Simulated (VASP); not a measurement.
# SiGe (P6_3mc) in VASP: further runs

Runs on SiGe. Level: PBEsol. Tasks: single point.

Program: VASP 6.6.1. These are calculated values, not measurements. Logs are shortened: lines on timing, memory, paths and dates and some standing lists are left out, and cuts for length are marked.

**1. The cell of the first run**

Symmetry: P6_3mc, No. 186, hexagonal system. The conventional cell has a = 4.199 Å, b = 4.199 Å, c = 5.782 Å, α = 90.00°, β = 90.00°, γ = 120.00°. Within 2.9 Å of Si (site symmetry 3m) lie 4 Ge at 2.16 to 2.53 Å. Ge (site symmetry 3m) has 4 Si at 2.16 to 2.53 Å within 2.9 Å.

**2. Single point, PBEsol (22.07 Å³/atom)**

INCAR

```
ALGO     = Normal         # electronic algorithm
EDIFF    = 1E-6           # SCF threshold, eV
ENCUT    = 520            # plane-wave cutoff, eV
GGA      = PS             # functional
ISIF     = 2              # what is computed and relaxed
ISMEAR   = 0              # smearing method
LASPH    = True           # aspherical terms in the spheres
LCHARG   = False          # write CHGCAR
LREAL    = False          # projectors in reciprocal space
LWAVE    = False          # write WAVECAR
NBANDS   = 26             # bands
NELM     = 80             # most SCF steps
PREC     = Accurate       # precision mode
SIGMA    = 0.03           # smearing width, eV
```

KPOINTS

```
k-points
0
Gamma
  12 12 6
```

POSCAR

```
SiGe
1.0
    4.1989983336      0.0000000000      0.0000000000
   -2.0994991668      3.6364392273      0.0000000000
    0.0000000000      0.0000000000      5.7820207053
Si Ge
2 2
Direct
    0.6666666667      0.3333333333      0.8745463082
    0.3333333333      0.6666666667      0.3745463082
    0.6666666667      0.3333333333      0.5004526918
    0.3333333333      0.6666666667      0.0004526918
```

Potentials or basis: VASP PAW PBE potentials, release 64 (Si, Ge_d).

Run with:

```console
$ cat potpaw_PBE.64/Si/POTCAR potpaw_PBE.64/Ge_d/POTCAR > POTCAR
$ mpirun -np 1 vasp_std > vasp.out
```

OUTCAR:

```text
EDIFF = 1E-6
   ENCUT = 520
   GGA = PS
   ISIF = 2
   ISMEAR = 0
   LASPH = True
   LREAL = False
   NELM = 80
   PREC = Accurate

 ion  position               nearest neighbor table
   1  0.667  0.333  0.875-   3 2.16   4 2.53   4 2.53   4 2.53
   2  0.333  0.667  0.375-   4 2.16   3 2.53   3 2.53   3 2.53
   3  0.667  0.333  0.500-   1 2.16   2 2.53   2 2.53   2 2.53
   4  0.333  0.667  0.000-   2 2.16   1 2.53   1 2.53   1 2.53

  LATTYP: Found a hexagonal cell.
 ALAT       =     4.1989983336
 C/A-ratio  =     1.3770000000

  Lattice vectors:

 A1 = (   4.1989983336,   0.0000000000,   0.0000000000)
 A2 = (  -2.0994991668,   3.6364392273,   0.0000000000)
 A3 = (   0.0000000000,   0.0000000000,   5.7820207053)

Analysis of symmetry for initial positions (statically):
=====================================================================
 Subroutine PRICEL returns:
 Original cell was already a primitive cell.

 Routine SETGRP: Setting up the symmetry group for a
 hexagonal supercell.

 Subroutine GETGRP returns: Found 12 space group operations
 (whereof  6 operations were pure point group operations)
 out of a pool of 24 trial point group operations.

The static configuration has the point symmetry C_3v.
 The point group associated with its full space group is C_6v.

Analysis of symmetry for dynamics (positions and initial velocities):
=====================================================================
 Subroutine PRICEL returns:
 Original cell was already a primitive cell.

 Routine SETGRP: Setting up the symmetry group for a
 hexagonal supercell.

 Subroutine GETGRP returns: Found 12 space group operations
 (whereof  6 operations were pure point group operations)
 out of a pool of 24 trial point group operations.

The dynamic configuration has the point symmetry C_3v.
 The point group associated with its full space group is C_6v.

 Subroutine INISYM returns: Found 12 space group operations
 (whereof  6 operations are pure point group operations),
 and found     1 'primitive' translations

----------------------------------------------------------------------------------------

                                     Primitive cell

  volume of cell :      88.2880

  direct lattice vectors                    reciprocal lattice vectors
     4.198998334  0.000000000  0.000000000     0.238152035  0.137497142  0.000000000
    -2.099499167  3.636439227  0.000000000     0.000000000  0.274994284  0.000000000
     0.000000000  0.000000000  5.782020705     0.000000000  0.000000000  0.172949917

  length of vectors
     4.198998334  4.198998334  5.782020705     0.274994284  0.274994284  0.172949917

  position of ions in fractional coordinates (direct lattice)
     0.666666667  0.333333333  0.874546308
     0.333333333  0.666666667  0.374546308
     0.666666667  0.333333333  0.500452692
     0.333333333  0.666666667  0.000452692

  ion indices of the primitive-cell ions
   primitive index   ion index
                 1           1
                 2           2
                 3           3
                 4           4

----------------------------------------------------------------------------------------

 KPOINTS: k-points

Automatic generation of k-mesh.
 Grid dimensions read from file:
 generate k-points for:   12   12    6

 Generating k-lattice:

  Cartesian coordinates                     Fractional coordinates (reciprocal lattice)
     0.019846003  0.011458095  0.000000000     0.083333333 -0.000000000  0.000000000
     0.000000000  0.022916190  0.000000000     0.000000000  0.083333333  0.000000000
     0.000000000  0.000000000  0.028824986     0.000000000  0.000000000  0.166666667

  Length of vectors
     0.022916190  0.022916190  0.028824986

  Shift w.r.t. Gamma in fractional coordinates (k-lattice)
     0.000000000  0.000000000  0.000000000

 Subroutine IBZKPT returns following result:
 ===========================================

 Found     76 irreducible k-points:

 Following reciprocal coordinates:
            Coordinates               Weight
  0.000000  0.000000  0.000000      1.000000
  0.083333 -0.000000  0.000000      6.000000
  0.166667  0.000000  0.000000      6.000000
  0.250000  0.000000  0.000000      6.000000
  0.333333 -0.000000  0.000000      6.000000
  0.416667  0.000000  0.000000      6.000000
[... 16 lines left out ...]
  0.250000  0.000000  0.166667     12.000000
  0.333333 -0.000000  0.166667     12.000000
 [... further k-points ...]
   k-points           NKPTS =     76   k-points in BZ     NKDIM =     76   number of bands    NBANDS=     26
   number of dos      NEDOS =    301   number of ions     NIONS =      4
   total plane-waves  NPLWV =  49152
   dimension x,y,z NGX =    32 NGY =   32 NGZ =   48
   dimension x,y,z NGXF=    64 NGYF=   64 NGZF=   96
   ions per type =               2   2
   NGX,Y,Z   is equivalent  to a cutoff of  12.67, 12.67, 13.80 a.u.
   NGXF,Y,Z  is equivalent  to a cutoff of  25.34, 25.34, 27.60 a.u.
 SYSTEM =  unknown system
   PREC   = accura    normal or accurate (medium, high low for compatibility)
   ISTART =      0    job   : 0-new  1-cont  2-samecut
   ICHARG =      2    charge: 1-file 2-atom 10-const
   ISPIN  =      1    spin polarized calculation?
   LNONCOLLINEAR =      F non collinear calculations
   LSORBIT =      F    spin-orbit coupling
   LASPH  =      T    aspherical Exc in radial PAW
   ENCUT  =  520.0 eV  38.22 Ry    6.18 a.u.   7.81  7.81 10.75*2*pi/ulx,y,z
   NELM   =     80;   NELMIN=  2; NELMDL= -5     # of ELM steps
   EDIFF  = 0.1E-05   stopping-criterion for ELM
   LREAL  =      F    real-space projection
   EDIFFG = 0.1E-04   stopping-criterion for IOM
   NSW    =      0    number of steps for IOM
   IBRION =     -1    ionic relax: 0-MD 1-quasi-New 2-CG
   NFREE  =      0    steps in history (QN), initial steepest desc. (CG)
   ISIF   =      2    stress and relaxation
   ISYM   =      2    0-nonsym 1-usesym 2-fastsym
   POTIM  = 0.5000    time-step for ionic-motion
   TEBEG  =    0.0;   TEEND  =   0.0 temperature during run
   PSTRESS=    0.0 pullay stress
   NELECT =      36.0000    total number of electrons
   NUPDOWN=      -1.0000    fix difference up-down
   EMIN   =  10.00;   EMAX   =-10.00  energy-range for DOS
   EFERMI =   0.00;   METHOD = LEGACY
   ISMEAR =     0;   SIGMA  =   0.03  broadening in eV -4-tet -1-fermi 0-gaus
   EFERMI_NEDOS =   21; number of points for ismear=-14 and -15
   IALGO  =     38    algorithm
   IMIX   =      4    mixing-type and parameters
     AMIX     =   0.40;   BMIX     =  1.00
     AMIX_MAG =   1.60;   BMIX_MAG =  1.00
  volume/ion in A,a.u.               =      22.07       148.95
  Fermi-wavevector in a.u.,A,eV,Ry     =   1.213971  2.294073 20.051266  1.473726
  Thomas-Fermi vector in A             =   2.349406
   LORBIT       =      0    0 simple, 1 ext, 2 COOP (PROOUT), +10 PAW based schemes
   GGA     = PS    functional components
   LHFCALC =     F    Hartree Fock is set to
   AEXX    =    0.0000 exact exchange contribution
   IVDW    =     0    specifies the selected vdW correction
   LEPSILON=     F    determine dielectric tensor
   LRPA    =     F    only Hartree local field effects (RPA)
 non-spin polarized calculation
 Gauss-broadening in eV      SIGMA  =   0.03
  energy-cutoff  :      520.00
  volume of cell :       88.29
 maximum number of plane-waves:      2400
 NGX is ok and might be reduce to    32
   NGX = 15   NGY = 15   NGZ = 21

 number of electron      36.0000001 magnetization

 Free energy of the ion-electron system (eV)
  ---------------------------------------------------
  ext. energy  EPLUGINS =         0.00000000
  ---------------------------------------------------
  free energy    TOTEN  =       -19.94195119 eV

  energy without entropy =      -19.94152899  energy(sigma->0) =      -19.94174009

 E-fermi :   4.8827     XC(G=0):  -9.6887

 val. band max:        4.8601692638   @ k =   0.0833  -0.0000   0.1667
 cond. band min:       4.8860303614   @ k =   0.0833  -0.0000   0.1667
 fundamental gap:      0.0258610975
 Fermi energy:         4.8826690791

 k-point     1 :       0.0000    0.0000    0.0000
  band No.  band energies     occupation
      1     -19.3839      2.00000
      2     -19.3790      2.00000
      3     -19.3505      2.00000
      4     -19.3505      2.00000
      5     -19.3476      2.00000
      6     -19.3476      2.00000
[... 18 lines left out ...]
     25      10.5062      0.00000
     26      10.8280      0.00000

 k-point     2 :       0.0833   -0.0000    0.0000
  band No.  band energies     occupation
      1     -19.3837      2.00000
      2     -19.3790      2.00000
      3     -19.3505      2.00000
      4     -19.3503      2.00000
      5     -19.3476      2.00000
      6     -19.3473      2.00000
[... 18 lines left out ...]
     25      10.2979      0.00000
     26      10.7424      0.00000

 k-point     3 :       0.1667    0.0000    0.0000
  band No.  band energies     occupation
      1     -19.3833      2.00000
      2     -19.3789      2.00000
      3     -19.3504      2.00000
      4     -19.3497      2.00000
      5     -19.3476      2.00000
      6     -19.3468      2.00000
[... 18 lines left out ...]
     25      10.5348      0.00000
     26      10.6656      0.00000

 k-point     4 :       0.2500    0.0000    0.0000
  band No.  band energies     occupation
      1     -19.3827      2.00000
      2     -19.3788      2.00000
      3     -19.3502      2.00000
      4     -19.3490      2.00000
      5     -19.3477      2.00000
      6     -19.3460      2.00000
[... 18 lines left out ...]
     25      10.9892      0.00000
     26      11.2567      0.00000
[... 496 lines left out ...]
      1     -19.3830      2.00000
      2     -19.3791      2.00000
      3     -19.3504      2.00000
      4     -19.3497      2.00000
      5     -19.3479      2.00000
      6     -19.3470      2.00000
[... 18 lines left out ...]
     25      10.1550      0.00000
     26      10.9817      0.00000

 k-point    23 :       0.2500    0.0000    0.1667
  band No.  band energies     occupation
      1     -19.3824      2.00000
      2     -19.3790      2.00000
      3     -19.3502      2.00000
      4     -19.3488      2.00000
      5     -19.3480      2.00000
      6     -19.3462      2.00000
[... 18 lines left out ...]
     25      11.0190      0.00000
     26      11.0874      0.00000

 k-point    24 :       0.3333   -0.0000    0.1667
  band No.  band energies     occupation
      1     -19.3819      2.00000
      2     -19.3790      2.00000
      3     -19.3498      2.00000
      4     -19.3481      2.00000
      5     -19.3481      2.00000
      6     -19.3455      2.00000
[... 18 lines left out ...]
     25      11.7017      0.00000
     26      11.8723      0.00000

 [... further k-points ...]

------------------------ aborting loop because EDIFF is reached ----------------------------------------

  FORCE on cell =-STRESS in cart. coord.  units (eV):
  Direction    XX          YY          ZZ          XY          YZ          ZX
  --------------------------------------------------------------------------------------
  -------------------------------------------------------------------------------------
  Total       -6.4852959     -6.4852959     16.1483888      0.0000000      0.0000000      0.0000000
  in kB     -117.6897658   -117.6897658    293.0475544      0.0000000      0.0000000      0.0000000
  external PRESSURE =      19.2226743 kB  Pullay stress =       0.0000000 kB

 VOLUME and BASIS-vectors are now :
 -----------------------------------------------------------------------------
  energy-cutoff  :      520.00
  volume of cell :       88.29
      direct lattice vectors                 reciprocal lattice vectors
     4.198998334  0.000000000  0.000000000     0.238152035  0.137497142  0.000000000
    -2.099499167  3.636439227  0.000000000     0.000000000  0.274994284  0.000000000
     0.000000000  0.000000000  5.782020705     0.000000000  0.000000000  0.172949917

 POSITION                                       TOTAL-FORCE (eV/Angst)
 -----------------------------------------------------------------------------------
      2.09950      1.21215      5.05664         0.000000      0.000000      2.852679
     -0.00000      2.42429      2.16563        -0.000000      0.000000      2.852679
      2.09950      1.21215      2.89363        -0.000000      0.000000     -2.852679
     -0.00000      2.42429      0.00262         0.000000      0.000000     -2.852679
 -----------------------------------------------------------------------------------
    total drift:                               -0.000000     -0.000000     -0.000474

  FREE ENERGIE OF THE ION-ELECTRON SYSTEM (eV)
  ---------------------------------------------------
  free  energy   TOTEN  =       -19.9419511942 eV

  energy  without entropy=      -19.9415289903  energy(sigma->0) =      -19.94174009
```

It took 3.2 min on 1 thread of Intel Xeon 8259CL, shared host; peak memory 0.3 GiB.

Results:

* Free energy: -19.9420 eV
* Pressure: 1.9 GPa
* Largest force: 2.853 eV/Å
* Band gap on the k mesh: zero (bands 18 and 19 overlap by 0.90 eV)

Forces in eV/Å, atoms in the order of the input:
```
Si   0.000  0.000  2.853
Si   0.000  0.000  2.853
Ge   0.000  0.000 -2.853
Ge   0.000  0.000 -2.853
```

Levels at points of the mesh, in eV from the Fermi level:
| k point | band 15 | band 16 | band 17 | band 18 | band 19 | band 20 | band 21 | band 22 |
| --- | --- | --- | --- | --- | --- | --- | --- | --- |
| (0.00, 0.00, 0.00) | -2.17 | -1.09 | -0.27 | 0.51 | 0.51 | 1.19 | 1.32 | 1.32 |
| (0.50, 0.00, 0.00) | -4.58 | -3.41 | -2.93 | -0.67 | -0.11 | 2.54 | 2.83 | 3.69 |
| (0.00, 0.00, 0.50) | -1.26 | -1.26 | -1.26 | -1.26 | 0.48 | 0.48 | 2.86 | 2.86 |
| (0.50, 0.00, 0.50) | -2.44 | -2.44 | -1.63 | -1.63 | 0.86 | 0.86 | 3.07 | 3.07 |

Caveat: the stress differs along the axes, from -12 to 29 GPa; the PAW data sets were made with another functional, which shifts forces and pressure a little.

**3. Single point, PBEsol (22.07 Å³/atom)**

INCAR

```
SYSTEM = SiGe
PREC = Accurate
ENCUT = 520
EDIFF = 1E-6
ISMEAR = 0
SIGMA = 0.03
LREAL = .FALSE.
LASPH = .TRUE.
NELM = 80
ALGO = Normal
ISIF = 2
LWAVE = .FALSE.
LCHARG = .FALSE.
GGA = PS
NBANDS = 26
```

KPOINTS

```
Automatic mesh
0
G
  12 12 6
  0 0 0
```

POSCAR

```
SiGe
1.0
    4.0735279785      0.0000000000      0.0000000000
   -2.0367639892      3.5277787124      0.0000000000
    0.0000000000      0.0000000000      6.1436948971
Si Ge
2 2
Direct
    0.6666666667      0.3333333333      0.8745463082
    0.3333333333      0.6666666667      0.3745463082
    0.6666666667      0.3333333333      0.5004526918
    0.3333333333      0.6666666667      0.0004526918
```

Potentials or basis: VASP PAW PBE potentials, release 64 (Si, Ge_d).

Run with:

```console
$ cat potpaw_PBE.64/Si/POTCAR potpaw_PBE.64/Ge_d/POTCAR > POTCAR
$ mpirun -np 1 vasp_std > vasp.out
```

OUTCAR:

```text
SYSTEM = SiGe
   PREC = Accurate
   ENCUT = 520
   EDIFF = 1E-6
   ISMEAR = 0
   LREAL = .FALSE.
   LASPH = .TRUE.
   NELM = 80
   ISIF = 2
   GGA = PS

 ion  position               nearest neighbor table
   1  0.667  0.333  0.875-   3 2.30   4 2.48   4 2.48   4 2.48
   2  0.333  0.667  0.375-   4 2.30   3 2.48   3 2.48   3 2.48
   3  0.667  0.333  0.500-   1 2.30   2 2.48   2 2.48   2 2.48
   4  0.333  0.667  0.000-   2 2.30   1 2.48   1 2.48   1 2.48

  LATTYP: Found a hexagonal cell.
 ALAT       =     4.0735279785
 C/A-ratio  =     1.5082000000
[... 895 lines left out ...]
  Direction    XX          YY          ZZ          XY          YZ          ZX
  --------------------------------------------------------------------------------------
  -------------------------------------------------------------------------------------
  Total       -4.3998674     -4.3998674      5.9008638     -0.0000000     -0.0000000      0.0000000
  in kB      -79.8451405    -79.8451405    107.0839769     -0.0000000     -0.0000000      0.0000000
  external PRESSURE =     -17.5354347 kB  Pullay stress =       0.0000000 kB

 VOLUME and BASIS-vectors are now :
 -----------------------------------------------------------------------------
  energy-cutoff  :      520.00
  volume of cell :       88.29
      direct lattice vectors                 reciprocal lattice vectors
     4.073527978  0.000000000  0.000000000     0.245487451  0.141732246  0.000000000
    -2.036763989  3.527778712  0.000000000     0.000000000  0.283464492  0.000000000
     0.000000000  0.000000000  6.143694897     0.000000000  0.000000000  0.162768500

 POSITION                                       TOTAL-FORCE (eV/Angst)
 -----------------------------------------------------------------------------------
      2.03676      1.17593      5.37295         0.000000      0.000000      1.063547
     -0.00000      2.35185      2.30110        -0.000000      0.000000      1.063547
      2.03676      1.17593      3.07463         0.000000     -0.000000     -1.063547
     -0.00000      2.35185      0.00278        -0.000000      0.000000     -1.063547
 -----------------------------------------------------------------------------------
    total drift:                               -0.000000     -0.000001     -0.000588

  FREE ENERGIE OF THE ION-ELECTRON SYSTEM (eV)
  ---------------------------------------------------
  free  energy   TOTEN  =       -20.9294772436 eV

  energy  without entropy=      -20.9293353985  energy(sigma->0) =      -20.92940632
```

stdout:

```text
POSCAR found type information on POSCAR SiGe
 POSCAR found :  2 types and       4 ions
 scaLAPACK will be used
 -----------------------------------------------------------------------------
|                                                                             |
|                                                                             |
|     You enforced a specific xc type in the INCAR file but a different       |
|     I HOPE YOU KNOW WHAT YOU ARE DOING!                                     |
|                                                                             |
 -----------------------------------------------------------------------------

 LDA part: xc-table for (Slater+PW92), standard interpolation
 POSCAR, INCAR and KPOINTS ok, starting setup
 FFT: planning ... GRIDC
 FFT: planning ... GRID_SOFT
 FFT: planning ... GRID
 WAVECAR not read
 entering main loop
```

Wall time 3.5 min (1 thread of Intel Xeon 8259CL, shared host); peak memory 0.29 GiB.

Results:

| Quantity | Value |
| --- | --- |
| Free energy | -20.9295 eV |
| Pressure | -1.8 GPa |
| Largest force | 1.064 eV/Å |
| Band gap on the k mesh | zero (bands 18 and 19 overlap by 0.27 eV) |

Forces in eV/Å, atoms in the order of the input:
```
Si   0.000  0.000  1.064
Si   0.000  0.000  1.064
Ge   0.000  0.000 -1.064
Ge   0.000  0.000 -1.064
```

Stress tensor (GPa, compression positive):
```
-7.98  0.00  0.00
 0.00 -7.98  0.00
 0.00  0.00 10.71
```

Levels at points of the mesh, in eV from the Fermi level:
```
           k point  band 15  band 16  band 17  band 18  band 19  band 20  band 21  band 22
(0.00, 0.00, 0.00)    -1.92    -0.50    -0.26     0.13     0.13     1.23     1.60     1.60
(0.50, 0.00, 0.00)    -4.67    -3.30    -2.99    -1.19     0.08     2.12     2.99     3.42
(0.00, 0.00, 0.50)    -1.17    -1.17    -1.17    -1.17     0.57     0.57     2.88     2.88
(0.50, 0.00, 0.50)    -2.50    -2.50    -2.18    -2.18     0.69     0.69     2.26     2.26
```

Caveat: the stress differs along the axes, from -8 to 11 GPa; semilocal functionals underestimate gaps, and a narrow one can read as zero; the PAW data sets were made with another functional, which shifts forces and pressure a little.

The gap in the log of VASP goes by the Fermi energy; the results here count the filled bands.